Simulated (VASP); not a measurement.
**BAs: single point with r2SCAN**

Crystal: BAs.

```
B As
1.0
     0.00000    2.39192    2.39192
     2.39192    0.00000    2.39192
     2.39192    2.39192    0.00000
B As
1 1
Direct
  0.00000 0.00000 0.00000
  0.25000 0.25000 0.25000
```

| Quantity | Value |
| --- | --- |
| Program | VASP 6.6.1 |
| Task | single point |
| Functional | r2SCAN |
| Potentials or basis | VASP PAW PBE potentials, release 64 (B, As) |
| Cutoff | 520 eV |
| k mesh | 8 × 8 × 8 |
| Occupations | gaussian, width 0.01 eV |
| Spin | no spin polarisation |
| Dipole correction | no |
| Further INCAR settings | ALGO = Normal; EDIFF = 1e-06; NBANDS = 11 |

```yaml
Pressure: 0.2 GPa
Band_gap_on_the_k_mesh: 1.39 eV, indirect (least direct gap 3.44 eV)
```

Levels at points of the mesh, in eV from the valence-band top:
```tsv
k point	band 2	band 3	band 4	band 5	band 6	band 7
(0.00, 0.00, 0.00)	0.00	0.00	0.00	3.44	3.44	3.44
(0.50, 0.00, 0.00)	-9.21	-1.93	-1.93	2.95	5.05	5.05
(0.50, 0.50, 0.00)	-9.04	-4.29	-4.29	1.62	1.70	12.12
```

It took 31 s on 1 thread of AMD EPYC 9R45 96-Core Processor (Zen 5), with other jobs on the host, peak memory 0.14 GiB.

Caveat: the PAW data sets were made with another functional, which shifts forces and pressure a little. A k mesh can miss the band edges.
